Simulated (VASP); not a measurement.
# MgO (Fm-3m) in VASP: settings compared, part 2 of 3

VASP 6.6.1. The steps go on from the part before.

## Step 3: Relaxation of cell and atoms, PBEsol, target pressure 40 GPa, at which the enthalpy is minimised

The input, INCAR:

```
SYSTEM = MgO
PREC = Accurate ; ENCUT = 600
EDIFF = 1E-7 ; ISMEAR = 0
SIGMA = 0.01 ; LREAL = .FALSE.
LASPH = .TRUE. ; NELM = 120
ALGO = Normal ; ISIF = 3
LWAVE = .FALSE. ; LCHARG = .FALSE.
GGA = PS ; IBRION = 2
NSW = 80 ; EDIFFG = -0.001
PSTRESS = 400.0 ; GGA_COMPAT = .FALSE.
NELMIN = 4
```

The input, KPOINTS:

```
regular mesh
0
G
  10 10 10
  0 0 0
```

The input, POSCAR:

```
MgO
1.0
    0.0000000000      2.1070853429      2.1070853429
    2.1070853429      0.0000000000      2.1070853429
    2.1070853429      2.1070853429      0.0000000000
Mg O
1 1
Direct
    0.0000000000      0.0000000000      0.0000000000
    0.5000000000      0.5000000000      0.5000000000
```

Potentials or basis: VASP PAW PBE potentials, release 64 (Mg, O).

Launch:

```
cat potpaw_PBE.64/Mg/POTCAR potpaw_PBE.64/O/POTCAR > POTCAR
mpirun -np 1 vasp_std > vasp.out
```

OUTCAR:

```text
SYSTEM = MgO
   PREC = Accurate
   ENCUT = 600
   EDIFF = 1E-7
   ISMEAR = 0
   LREAL = .FALSE.
   LASPH = .TRUE.
   NELM = 120
   ISIF = 3
   GGA = PS
   IBRION = 2
   NSW = 80
   EDIFFG = -0.001
   PSTRESS = 400.0
   NELMIN = 4

 ion  position               nearest neighbor table
   1  0.000  0.000  0.000-   2 2.11   2 2.11   2 2.11   2 2.11   2 2.11   2 2.11
   2  0.500  0.500  0.500-   1 2.11   1 2.11   1 2.11   1 2.11   1 2.11   1 2.11

  LATTYP: Found a face centered cubic cell.
 ALAT       =     4.2141706858

  Lattice vectors:

 A1 = (   0.0000000000,   2.1070853429,   2.1070853429)
 A2 = (   2.1070853429,   0.0000000000,   2.1070853429)
 A3 = (   2.1070853429,   2.1070853429,   0.0000000000)

Analysis of symmetry for initial positions (statically):
=====================================================================
 Subroutine PRICEL returns:
 Original cell was already a primitive cell.

 Routine SETGRP: Setting up the symmetry group for a
 face centered cubic supercell.

 Subroutine GETGRP returns: Found 48 space group operations
 (whereof 48 operations were pure point group operations)
 out of a pool of 48 trial point group operations.

The static configuration has the point symmetry O_h .

Analysis of symmetry for dynamics (positions and initial velocities):
=====================================================================
 Subroutine PRICEL returns:
 Original cell was already a primitive cell.

 Routine SETGRP: Setting up the symmetry group for a
 face centered cubic supercell.

 Subroutine GETGRP returns: Found 48 space group operations
 (whereof 48 operations were pure point group operations)
 out of a pool of 48 trial point group operations.

The dynamic configuration has the point symmetry O_h .

 Subroutine INISYM returns: Found 48 space group operations
 (whereof 48 operations are pure point group operations),
 and found     1 'primitive' translations

----------------------------------------------------------------------------------------

                                     Primitive cell

  volume of cell :      18.7101

  direct lattice vectors                    reciprocal lattice vectors
     0.000000000  2.107085343  2.107085343    -0.237294613  0.237294613  0.237294613
     2.107085343  0.000000000  2.107085343     0.237294613 -0.237294613  0.237294613
     2.107085343  2.107085343  0.000000000     0.237294613  0.237294613 -0.237294613

  length of vectors
     2.979868669  2.979868669  2.979868669     0.411006325  0.411006325  0.411006325

  position of ions in fractional coordinates (direct lattice)
     0.000000000  0.000000000  0.000000000
     0.500000000  0.500000000  0.500000000

  ion indices of the primitive-cell ions
   primitive index   ion index
                 1           1
                 2           2

----------------------------------------------------------------------------------------

 KPOINTS: regular mesh

Automatic generation of k-mesh.
 Grid dimensions read from file:
 generate k-points for:   10   10   10

 Generating k-lattice:

  Cartesian coordinates                     Fractional coordinates (reciprocal lattice)
    -0.023729461  0.023729461  0.023729461     0.100000000  0.000000000  0.000000000
[... 43 lines left out ...]
   total plane-waves  NPLWV =  13824
   dimension x,y,z NGX =    24 NGY =   24 NGZ =   24
   dimension x,y,z NGXF=    48 NGYF=   48 NGZF=   48
   ions per type =               1   1
   NGX,Y,Z   is equivalent  to a cutoff of  13.39, 13.39, 13.39 a.u.
   NGXF,Y,Z  is equivalent  to a cutoff of  26.78, 26.78, 26.78 a.u.
 SYSTEM =  MgO
   PREC   = accura    normal or accurate (medium, high low for compatibility)
   ISTART =      0    job   : 0-new  1-cont  2-samecut
   ICHARG =      2    charge: 1-file 2-atom 10-const
   ISPIN  =      1    spin polarized calculation?
   LNONCOLLINEAR =      F non collinear calculations
   LSORBIT =      F    spin-orbit coupling
   LASPH  =      T    aspherical Exc in radial PAW
   ENCUT  =  600.0 eV  44.10 Ry    6.64 a.u.   5.95  5.95  5.95*2*pi/ulx,y,z
   NELM   =    120;   NELMIN=  4; NELMDL= -5     # of ELM steps
   EDIFF  = 0.1E-06   stopping-criterion for ELM
   LREAL  =      F    real-space projection
   EDIFFG = -.1E-02   stopping-criterion for IOM
   NSW    =     80    number of steps for IOM
   IBRION =      2    ionic relax: 0-MD 1-quasi-New 2-CG
   NFREE  =      1    steps in history (QN), initial steepest desc. (CG)
   ISIF   =      3    stress and relaxation
   ISYM   =      2    0-nonsym 1-usesym 2-fastsym
   POTIM  = 0.5000    time-step for ionic-motion
   TEBEG  =    0.0;   TEEND  =   0.0 temperature during run
   PSTRESS=  400.0 pullay stress
   NELECT =       8.0000    total number of electrons
   NUPDOWN=      -1.0000    fix difference up-down
   EMIN   =  10.00;   EMAX   =-10.00  energy-range for DOS
   EFERMI =   0.00;   METHOD = LEGACY
   ISMEAR =     0;   SIGMA  =   0.01  broadening in eV -4-tet -1-fermi 0-gaus
   EFERMI_NEDOS =   21; number of points for ismear=-14 and -15
   IALGO  =     38    algorithm
   IMIX   =      4    mixing-type and parameters
     AMIX     =   0.40;   BMIX     =  1.00
     AMIX_MAG =   1.60;   BMIX_MAG =  1.00
  volume/ion in A,a.u.               =       9.36        63.13
  Fermi-wavevector in a.u.,A,eV,Ry     =   1.233330  2.330656 20.695868  1.521103
  Thomas-Fermi vector in A             =   2.368065
   LORBIT       =      0    0 simple, 1 ext, 2 COOP (PROOUT), +10 PAW based schemes
   GGA     = PS    functional components
   LHFCALC =     F    Hartree Fock is set to
   AEXX    =    0.0000 exact exchange contribution
   IVDW    =     0    specifies the selected vdW correction
   LEPSILON=     F    determine dielectric tensor
   LRPA    =     F    only Hartree local field effects (RPA)
 conjugate gradient relaxation of ions
 non-spin polarized calculation
 Gauss-broadening in eV      SIGMA  =   0.01
  energy-cutoff  :      600.00
  volume of cell :       18.71
 maximum number of plane-waves:       636
   NGX = 11   NGY = 11   NGZ = 11

--------------------------------------- Ionic step        1  -------------------------------------------

 number of electron       8.0000005 magnetization

 Free energy of the ion-electron system (eV)
  ---------------------------------------------------
  ext. energy  EPLUGINS =         0.00000000
  ---------------------------------------------------
  free energy    TOTEN  =       -12.51544627 eV

  energy without entropy =      -12.51544627  energy(sigma->0) =      -12.51544627

------------------------ aborting loop because EDIFF is reached ----------------------------------------

  FORCE on cell =-STRESS in cart. coord.  units (eV):
  Direction    XX          YY          ZZ          XY          YZ          ZX
  --------------------------------------------------------------------------------------
  -------------------------------------------------------------------------------------
  Total       -0.0837832     -0.0837832     -0.0837832     -0.0000000      0.0000000     -0.0000000
  in kB       -7.1744949     -7.1744949     -7.1744949     -0.0000000      0.0000000     -0.0000000
  external PRESSURE =    -407.1744949 kB  Pullay stress =     400.0000000 kB
[... 215 lines left out ...]
--------------------------------------- Ionic step        7  -------------------------------------------

 number of electron       8.0000002 magnetization

 Free energy of the ion-electron system (eV)
  ---------------------------------------------------
  ext. energy  EPLUGINS =         0.00000000
  ---------------------------------------------------
  free energy    TOTEN  =       -12.19827364 eV

  energy without entropy =      -12.19827364  energy(sigma->0) =      -12.19827364

 E-fermi :   4.6614     XC(G=0): -12.1905

 val. band max:        4.5202459358   @ k =   0.0000   0.0000   0.0000
 cond. band min:      11.0578193251   @ k =   0.0000   0.0000   0.0000
 fundamental gap:      6.5375733893
 Fermi energy:         4.6613797385

 k-point     1 :       0.0000    0.0000    0.0000
  band No.  band energies     occupation
      1     -13.6974      2.00000
      2       4.5202      2.00000
      3       4.5202      2.00000
      4       4.5202      2.00000
      5      11.0578      0.00000
      6      21.1161      0.00000
      7      21.1161      0.00000
      8      21.1161      0.00000
[... 243 lines left out ...]
 k-point    24 :       0.4000    0.3000    0.0000
  band No.  band energies     occupation
      1     -11.9823      2.00000
      2       0.2745      2.00000
      3       2.9181      2.00000
      4       3.1919      2.00000
      5      14.7198      0.00000
      6      16.1645      0.00000
      7      19.9780      0.00000
      8      24.9706      0.00000

 [... further k-points ...]

------------------------ aborting loop because EDIFF is reached ----------------------------------------

  FORCE on cell =-STRESS in cart. coord.  units (eV):
  Direction    XX          YY          ZZ          XY          YZ          ZX
  --------------------------------------------------------------------------------------
  -------------------------------------------------------------------------------------
  Total        3.9124085      3.9124085      3.9124085      0.0000000     -0.0000000      0.0000000
  in kB      400.0734085    400.0734085    400.0734085      0.0000000     -0.0000000      0.0000000
  external PRESSURE =       0.0734085 kB  Pullay stress =     400.0000000 kB
[... 21 lines left out ...]
  energy  without entropy=      -12.1982736395  energy(sigma->0) =      -12.19827364

  enthalpy is  TOTEN    =        -8.2865829935 eV   P V=        3.9116906460

 reached required accuracy - stopping structural energy minimisation
```

OSZICAR:

```text
N       E                     dE             d eps       ncg     rms          rms(c)
DAV:   1     0.176843435658E+02    0.17684E+02   -0.51591E+03   840   0.100E+03
DAV:   2    -0.134058385462E+02   -0.31090E+02   -0.29738E+02   944   0.155E+02
DAV:   3    -0.138985319403E+02   -0.49269E+00   -0.49269E+00   904   0.214E+01
[... 57 lines left out ...]
DAV:   2    -0.121982780880E+02    0.29914E-03   -0.18057E-03   752   0.334E-01    0.156E-02
DAV:   3    -0.121982747217E+02    0.33663E-05   -0.13006E-05   824   0.466E-02    0.770E-03
DAV:   4    -0.121982735339E+02    0.11878E-05   -0.13149E-06   800   0.124E-02    0.138E-03
DAV:   5    -0.121982736398E+02   -0.10591E-06   -0.94523E-08   408   0.253E-03    0.400E-04
DAV:   6    -0.121982736395E+02    0.32867E-09   -0.31045E-09   416   0.639E-04
   7 F= -.82865830E+01 E0= -.82865830E+01  d E =-.905175E-04
```

CONTCAR:

```text
MgO
   1.00000000000000
    -0.0000000000000000    1.9860721994746513    1.9860721994746513
     1.9860721994746513    0.0000000000000000    1.9860721994746513
     1.9860721994746513    1.9860721994746513   -0.0000000000000000
  Mg              O
     1     1
Direct
     0.0000000000000000    0.0000000000000000    0.0000000000000000
     0.5000000000000000    0.5000000000000000    0.5000000000000000

  0.00000000E+00  0.00000000E+00  0.00000000E+00
  0.00000000E+00  0.00000000E+00  0.00000000E+00
```

Run time: 60 s. Hardware: 1 thread of Intel Xeon 8259CL, shared host; peak memory 0.15 GiB.

What came out:

| Quantity | Value |
| --- | --- |
| Free energy | -12.1983 eV |
| Relaxed volume | 7.83 Å³/atom |
| Relaxed cell | a = 2.809 Å, b = 2.809 Å, c = 2.809 Å, α = 60.00°, β = 60.00°, γ = 60.00° |
| Space group after relaxing (to 0.05 Å) | Fm-3m (No. 225) |
| Energy change on relaxing (the enthalpy is what falls) | +158.6 meV/atom |
| Ionic steps | 7 |
| Pressure after relaxing | 40.0 GPa |
| Band gap on the k mesh | 6.54 eV, direct |

Step by step:
```tsv
step	energy change (eV)	largest force (eV/Å)	pressure (GPa)	volume (Å³)
1	0.0000	0.0000	-0.72	18.71
2	1.5974	0.0000	124.53	12.98
3	0.2913	0.0000	37.89	15.77
4	0.3124	0.0000	39.62	15.69
5	0.3267	0.0000	40.77	15.63
6	0.3074	0.0000	39.21	15.71
7	0.3172	0.0000	40.01	15.67
```

Final structure:
```
Mg O
1.0
     0.00000    1.98607    1.98607
     1.98607    0.00000    1.98607
     1.98607    1.98607    0.00000
Mg O
1 1
Direct
  0.00000 0.00000 0.00000
  0.50000 0.50000 0.50000
```

Caveat: the cell is relaxed towards a set pressure, so the enthalpy falls and the energy may rise; the volume moved by over 15 % at a fixed basis, so the end points are rough; the PAW data sets were made with another functional, which shifts forces and pressure a little. As with any semilocal functional, this PBEsol gap is likely too small.

(Continued in part 3 of 3.)
